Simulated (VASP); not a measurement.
Here is a VASP 6.6.1 calculation.

The input INCAR:

```
  PREC = Accurate
  ENCUT = 520
  EDIFF = 1E-6
  ISMEAR = 0
  SIGMA = 0.15
  LREAL = False
  LASPH = True
  NELM = 100
  ALGO = Fast
  ISIF = 2
  LWAVE = False
  LCHARG = False
  NBANDS = 19
```

File KPOINTS:

```
Automatic mesh
0
Gamma
  14 14 12
```

Contents of POSCAR:

```
ZrTi
1.0
    2.8201000000      0.0000000000      0.0000000000
    0.0000000000      2.8201000000      0.0000000000
    0.0000000000      0.0000000000      4.5788000000
Zr Ti
1 1
Direct
    0.5000000000      0.5000000000      0.5000000000
    0.0000000000      0.0000000000      0.0000000000
```

Potentials or basis: VASP PAW LDA potentials, release 64 (Zr_sv, Ti_sv).

Launch:

```console
$ cat potpaw_LDA.64/Zr_sv/POTCAR potpaw_LDA.64/Ti_sv/POTCAR > POTCAR
$ mpirun -np 1 vasp_std > vasp.out
```

Q: What does it give for the band gap on the k mesh?

A: Zero (bands 12 and 13 overlap by 1.07 eV).

Q: Predict the pressure.

A: 3.5 GPa.

Stress tensor (GPa, compression positive):
```
5.17 0.00 0.00
0.00 5.17 0.00
0.00 0.00 0.26
```

Caveat: the cell stands under pressure.
